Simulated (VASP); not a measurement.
# C in VASP: notebook, part 2 of 2

VASP 6.6.1.

## (5) Single point, r2SCAN

This run uses another cell than the first one, of 32.15 Å³/atom, 1.063 times its volume.

POSCAR

```
C
1.0
    2.4724943874      0.0000000000      0.0000000000
   -1.2362471937      2.1412429502      0.0000000000
    0.0000000000      0.0000000000     24.2937923774
C
4
Direct
    0.6666666667      0.3333333333      0.5704754400
    0.3333333333      0.6666666667      0.4295245600
    0.0000000000      0.0000000000      0.4295312300
    0.0000000000      0.0000000000      0.5704687700
```

INCAR.step1

```
SYSTEM = C
PREC = Accurate
ENCUT = 520
ISMEAR = -1
SIGMA = 0.05
LREAL = .FALSE.
LASPH = .TRUE.
NELM = 100
NBANDS = 16
GGA = PE
ALGO = Normal
EDIFF = 1E-4
LWAVE = .TRUE.
LCHARG = .FALSE.
```

INCAR.step2

```
SYSTEM = C
PREC = Accurate
ENCUT = 520
EDIFF = 1E-6
ISMEAR = -1
SIGMA = 0.05
LREAL = .FALSE.
LASPH = .TRUE.
NELM = 100
ALGO = Normal
ISIF = 2
LWAVE = .FALSE.
LCHARG = .FALSE.
METAGGA = R2SCAN
LMIXTAU = .TRUE.
NBANDS = 16
ISTART = 1
```

KPOINTS

```
regular mesh
0
G
  12 12 2
  0 0 0
```

Potentials or basis: VASP PAW PBE potentials, release 64 (C).

Command:

```
$ cat potpaw_PBE.64/C/POTCAR > POTCAR
$ cp INCAR.step1 INCAR
$ mpirun -np 1 vasp_std > vasp.out
$ cp INCAR.step2 INCAR
$ mpirun -np 1 vasp_std > vasp.out
```

OUTCAR:

```text
SYSTEM = C
   PREC = Accurate
   ENCUT = 520
   EDIFF = 1E-6
   ISMEAR = -1
   LREAL = .FALSE.
   LASPH = .TRUE.
   NELM = 100
   ISIF = 2
   METAGGA = R2SCAN
   ISTART = 1

 ion  position               nearest neighbor table
   1  0.667  0.333  0.570-   4 1.43   4 1.43   4 1.43
   2  0.333  0.667  0.430-   3 1.43   3 1.43   3 1.43
   3  0.000  0.000  0.430-   2 1.43   2 1.43   2 1.43
   4  0.000  0.000  0.570-   1 1.43   1 1.43   1 1.43

  LATTYP: Found a hexagonal cell.
 ALAT       =     2.4724943874
 C/A-ratio  =     9.8256208391

  Lattice vectors:

 A1 = (   2.4724943874,   0.0000000000,   0.0000000000)
 A2 = (  -1.2362471937,   2.1412429502,   0.0000000000)
 A3 = (   0.0000000000,   0.0000000000,  24.2937923774)

Analysis of symmetry for initial positions (statically):
=====================================================================
 Subroutine PRICEL returns:
 Original cell was already a primitive cell.

 Routine SETGRP: Setting up the symmetry group for a
 hexagonal supercell.

 Subroutine GETGRP returns: Found 12 space group operations
 (whereof 12 operations were pure point group operations)
 out of a pool of 24 trial point group operations.
[... 162 lines left out ...]
  free energy    TOTEN  =       -39.70294398 eV

  energy without entropy =      -39.70098241  energy(sigma->0) =      -39.70196320

 E-fermi :  -1.8857     XC(G=0):  -3.3178

 val. band max:       -1.8858103487   @ k =   0.3333   0.3333   0.0000
 cond. band min:      -1.5531504916   @ k =   0.3333   0.3333   0.5000
 fundamental gap:      0.3326598571
 Fermi energy:        -1.8857119985

 k-point     1 :       0.0000    0.0000    0.0000
  band No.  band energies     occupation
      1     -22.6291      2.00000
      2     -22.5012      2.00000
      3     -10.3168      2.00000
      4      -9.4093      2.00000
      5      -5.1099      2.00000
      6      -5.1099      2.00000
[... 433 lines left out ...]
      3     -12.1436      2.00000
      4     -12.0856      2.00000
      5      -7.9998      2.00000
      6      -7.9770      2.00000
[... 8 lines left out ...]
     15       6.4244      0.00000
     16       6.7822      0.00000

 [... further k-points ...]
[... 5 lines left out ...]
  --------------------------------------------------------------------------------------
  -------------------------------------------------------------------------------------
  Total       -1.6251054     -1.6251054      0.0435677      0.0000000      0.0000000     -0.0000000
  in kB      -20.2439634    -20.2439634      0.5427233      0.0000000      0.0000000     -0.0000000
  external PRESSURE =     -13.3150678 kB  Pullay stress =       0.0000000 kB

 VOLUME and BASIS-vectors are now :
 -----------------------------------------------------------------------------
  energy-cutoff  :      520.00
  volume of cell :      128.62
      direct lattice vectors                 reciprocal lattice vectors
     2.472494387  0.000000000  0.000000000     0.404449856  0.233509233  0.000000000
    -1.236247194  2.141242950  0.000000000     0.000000000  0.467018467  0.000000000
     0.000000000  0.000000000 24.293792377     0.000000000  0.000000000  0.041162779

 POSITION                                       TOTAL-FORCE (eV/Angst)
 -----------------------------------------------------------------------------------
      1.23625      0.71375     13.85901         0.000000     -0.000000      0.015259
     -0.00000      1.42750     10.43478        -0.000000      0.000000     -0.015259
      0.00000      0.00000     10.43494        -0.000000      0.000000     -0.004098
      0.00000      0.00000     13.85885         0.000000     -0.000000      0.004098
 -----------------------------------------------------------------------------------
    total drift:                               -0.000000      0.000000      0.000000

  FREE ENERGIE OF THE ION-ELECTRON SYSTEM (eV)
  ---------------------------------------------------
  free  energy   TOTEN  =       -39.7029439836 eV

  energy  without entropy=      -39.7009824131  energy(sigma->0) =      -39.70196320
```

OUTCAR.step1:

```text
SYSTEM = C
   PREC = Accurate
   ENCUT = 520
   ISMEAR = -1
   LREAL = .FALSE.
   LASPH = .TRUE.
[... 684 lines left out ...]
     -0.00000      1.42750     10.43478        -0.000000      0.000000     -0.051206
      0.00000      0.00000     10.43494        -0.000000      0.000000     -0.033684
      0.00000      0.00000     13.85885        -0.000000     -0.000000      0.033684
 -----------------------------------------------------------------------------------
    total drift:                               -0.000000      0.000000      0.000000

  FREE ENERGIE OF THE ION-ELECTRON SYSTEM (eV)
  ---------------------------------------------------
  free  energy   TOTEN  =       -36.8753149484 eV

  energy  without entropy=      -36.8733410181  energy(sigma->0) =      -36.87432798
```

Run time: 4.1 min. Hardware: 1 thread of Intel Xeon Platinum 8375C at 2.90GHz (Ice Lake), shared host; peak memory 0.26 GiB.

Results:

```
Free energy            : -39.7029 eV
Largest force          : 0.015 eV/Å
Band gap on the k mesh : zero (filled and empty bands touch)
```

Forces on the atoms (eV/Å):
```
C    0.000  0.000  0.015
C    0.000  0.000 -0.015
C    0.000  0.000 -0.004
C    0.000  0.000  0.004
```

Caveat: the PAW data sets were made with another functional, which shifts forces and pressure a little.

## (6) Summary

| cell | gap on the mesh (eV) | largest force (eV/Å) |
| --- | --- | --- |
| a = 2.423, b = 2.423, c = 23.808 Å, angles 90.0, 90.0, 120.0°, 4 atoms | none | 0.03 |
| a = 2.440, b = 2.440, c = 23.972 Å, angles 90.0, 90.0, 120.0°, 4 atoms | none | 0.02 |
| a = 2.456, b = 2.456, c = 24.134 Å, angles 90.0, 90.0, 120.0°, 4 atoms | none | 0.02 |
| a = 2.472, b = 2.472, c = 24.294 Å, angles 90.0, 90.0, 120.0°, 4 atoms | none | 0.02 |

Alike in all rows: task single point; level r2SCAN; potentials or basis VASP PAW PBE potentials, release 64 (C); no spin polarisation; k mesh 12 × 12 × 2; cutoff (eV) 520; smearing fermi-dirac 0.05 eV.

Caveats: the PAW data sets were made with another functional, which shifts forces and pressure a little.

Total energies depend on the potentials used, so only differences within one code and one set of settings carry meaning.
